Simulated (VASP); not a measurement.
H18CO9: single point with PBE+D3(BJ)

System: H18CO9.

```
CELL_PARAMETERS angstrom
6.47048 0.00000 0.00000
0.00000 6.47048 0.00000
0.00000 0.00000 6.47048
ATOMIC_POSITIONS crystal
O 0.76154 0.81642 0.44156
O 0.07684 0.98801 0.51308
O 0.64181 0.21680 0.25179
O 0.09463 0.44012 0.30032
O 0.46422 0.90050 0.69009
O 0.57075 0.56399 0.93851
O 0.18340 0.02904 0.00722
O 0.34138 0.73811 0.25386
O 0.88233 0.31610 0.76429
H 0.71482 0.70545 0.35617
H 0.61645 0.85541 0.49933
H 0.08919 0.13980 0.49675
H 0.98146 0.93410 0.43380
H 0.62002 0.08386 0.20433
H 0.52634 0.27564 0.33693
H 0.13572 0.52483 0.19881
H 0.03397 0.30665 0.21807
H 0.31565 0.89276 0.60606
H 0.48474 0.96992 0.83034
H 0.52815 0.61646 0.79724
H 0.68604 0.44763 0.87505
H 0.07686 0.12152 0.96858
H 0.17329 0.87893 0.01788
H 0.34320 0.89111 0.25199
H 0.46579 0.69778 0.16683
H 0.01159 0.59955 0.70004
H 0.20915 0.41400 0.73495
C 0.03938 0.44756 0.73520
```

- Program: VASP 6.6.1
- Task: single point
- Functional: PBE
- Dispersion: D3(BJ)
- Potentials or basis: VASP PAW PBE potentials, release 64 (O, H, C)
- Cutoff: 520 eV
- k mesh: 1 × 1 × 1
- Occupations: fermi-dirac, width 0.05 eV
- Spin: no spin polarisation

```yaml
Pressure: -1.0 GPa
Largest_force: 9.305 eV/Å
Dispersion_energy_per_atom: -0.038 eV
```

Forces in eV/Å, atoms in the order of the input:
```
O   -2.345 -0.171 -0.026
O    7.011  4.087  4.553
O    0.171  3.625  1.371
O   -3.164 -6.712  1.867
O   -1.555 -0.208 -0.704
O    1.954 -2.309 -2.914
O    2.438  0.050  0.983
O    1.448  0.587 -0.789
O    4.665  3.421 -0.132
H    0.412 -1.086 -0.775
H    1.917  0.271  0.561
H   -0.338 -1.181 -0.084
H   -5.382 -2.594 -3.976
H   -0.867 -2.387 -0.327
H    0.867 -1.147 -1.101
H    1.888  3.388 -3.344
H    1.094  2.900  2.010
H    1.804  1.154  2.407
H   -1.387 -0.624 -2.186
H    0.169  0.400  1.437
H   -2.066  2.137  1.627
H   -1.563 -0.417 -0.888
H   -1.108  0.523 -0.262
H   -0.281 -0.554  0.124
H   -1.073 -0.092  0.195
H   -1.087  2.861 -0.521
H   -0.525 -0.910  0.282
C   -3.098 -5.010  0.611
```

Stress tensor (GPa, compression positive):
```
-3.13  0.36  1.02
 0.36  0.66 -2.12
 1.02 -2.12 -0.46
```

Levels at points of the mesh, in eV from the Fermi level:
| k point | band 35 | band 36 | band 37 | band 38 | band 39 | band 40 | band 41 | band 42 |
| --- | --- | --- | --- | --- | --- | --- | --- | --- |
| (0.00, 0.00, 0.00) | -1.77 | -1.47 | -1.33 | -1.23 | 1.32 | 3.00 | 5.55 | 5.95 |

It took 55 s on 1 thread of Intel Xeon 8259CL (shared host), peak memory 0.31 GiB.

Caveat: the k points lie up to 0.97 Å⁻¹ apart.
